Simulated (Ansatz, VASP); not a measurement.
HC6 in VASP and in Ansatz

```
C H
1.0
     4.88891    0.00000    0.00000
    -1.22223    8.78428    0.00000
     0.00000    0.00000   22.74730
C H
12 2
Direct
  0.01936 0.07744 0.17585
  0.51936 0.07744 0.17585
  0.27420 0.09680 0.20595
  0.77420 0.09680 0.20595
  0.28388 0.13552 0.26617
  0.78388 0.13552 0.26617
  0.03862 0.15447 0.29549
  0.53862 0.15447 0.29549
  0.04882 0.19529 0.35836
  0.54882 0.19529 0.35836
  0.30311 0.21243 0.38454
  0.80311 0.21243 0.38454
  0.04882 0.14348 0.54280
  0.04882 0.24710 0.54280
```

Alike in both runs: task single point; functional LDA; k mesh 6 × 3 × 1; occupations gaussian, width 0.1 eV; no spin polarisation.

|  | VASP | Ansatz |
| --- | --- | --- |
| version | VASP 6.6.1 | Ansatz 0.2.0 |
| potentials or method | VASP PAW LDA potentials, release 64 (C, H), cutoff 520 eV | scalar-relativistic, plane waves, PAW |
| valence electrons in the cell | 50 | 50 |

Ansatz gave:

* gap on the k mesh at the Fermi level (eV): 0.09
* least direct gap on the mesh (eV): 0.09
* rms of the force components (eV/Å): 1.139

Problem. Estimate VASP's values.

Solution. gap on the k mesh at the Fermi level (eV): 0.10; least direct gap on the mesh (eV): 0.10; rms of the force components (eV/Å): 1.130.

Ansatz warns that its potentials were made for another functional, while VASP's fit it. LDA's correlation is that of Perdew and Zunger in VASP and of Perdew and Wang (1992) in Ansatz. Atom by atom the forces differ by 0.024 eV/Å (rms over components).
